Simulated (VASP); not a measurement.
Set up this calculation in VASP 6.6.1, as the native input.

```yaml
Task: single point
Functional: revPBE
Potentials_or_basis: VASP PAW PBE potentials, release 64 (Mn_pv)
Cutoff: 520 eV
k_mesh: 15 × 15 × 15
Occupations: fermi-dirac, width 0.1 eV
Spin: no spin polarisation
Dipole_correction: no
Further_INCAR_settings: ALGO = Normal; EDIFF = 1e-07; NBANDS = 12
```

The structure of Mn lies in POSCAR:

```
Mn
1.0
    2.3276010659      0.0000000000      0.0000000000
    0.0000000000      2.3276010659      0.0000000000
    0.0000000000      0.0000000000      2.3276010659
Mn
1
Direct
    0.0000000000      0.0000000000      0.0000000000
```

This cell differs from its parent crystal: volume scaled by 1.04.

The input as run:

INCAR

```
SYSTEM = Mn
PREC = Accurate
ENCUT = 520
EDIFF = 1E-7
ISMEAR = -1
SIGMA = 0.1
LREAL = .FALSE.
LASPH = .TRUE.
NELM = 60
ALGO = Normal
ISIF = 2
LWAVE = .FALSE.
LCHARG = .FALSE.
GGA = RE
NBANDS = 12
```

KPOINTS

```
regular mesh
0
G
  15 15 15
  0 0 0
```

Potentials or basis: VASP PAW PBE potentials, release 64 (Mn_pv).

Command:

```bash
$ cat potpaw_PBE.64/Mn_pv/POTCAR > POTCAR
$ mpirun -np 1 vasp_std > vasp.out
```

Results of the run:

The pressure is -7.1 GPa.

Caveat: the PAW data sets were made with another functional, which shifts forces and pressure a little; the run has no spin polarisation, though such a crystal can be magnetic.

Run time: 9.1 s on 1 thread of Intel(R) Xeon(R) Platinum 8488C (Sapphire Rapids) (shared host), peak memory 0.13 GiB.
